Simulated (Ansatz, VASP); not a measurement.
Si2W: VASP beside Ansatz

```xyz
3
Lattice="-1.4562 1.4562 4.2558 1.4562 -1.4562 4.2558 1.4562 1.4562 -4.2558" Properties=species:S:1:pos:R:3 pbc="T T T"
Si    0.0000    0.0000    2.8478
Si    0.0000    0.0000    5.6639
W     0.0000    0.0000    0.0000
```

Alike in both runs: task single point; functional PBE; k mesh 18 × 18 × 18; occupations gaussian, width 0.15 eV; no spin polarisation.

|  | VASP | Ansatz |
| --- | --- | --- |
| version | VASP 6.6.1 | Ansatz 0.2.0 |
| potentials or method | VASP PAW PBE potentials, release 64 (Si, W_sv), cutoff 520 eV | scalar-relativistic, plane waves, PAW |
| valence electrons in the cell | 22 | 22 |

```csv
,VASP,Ansatz,Ansatz less VASP
gap on the k mesh at the Fermi level (eV),none,none,-
rms of the force components (eV/Å),0.230,0.223,-0.0068
```

Atom by atom the forces differ by 0.007 eV/Å (rms over components). A gap of «none» marks a metal or a gap that the smearing closes.

Neither program's run includes spin-orbit coupling.
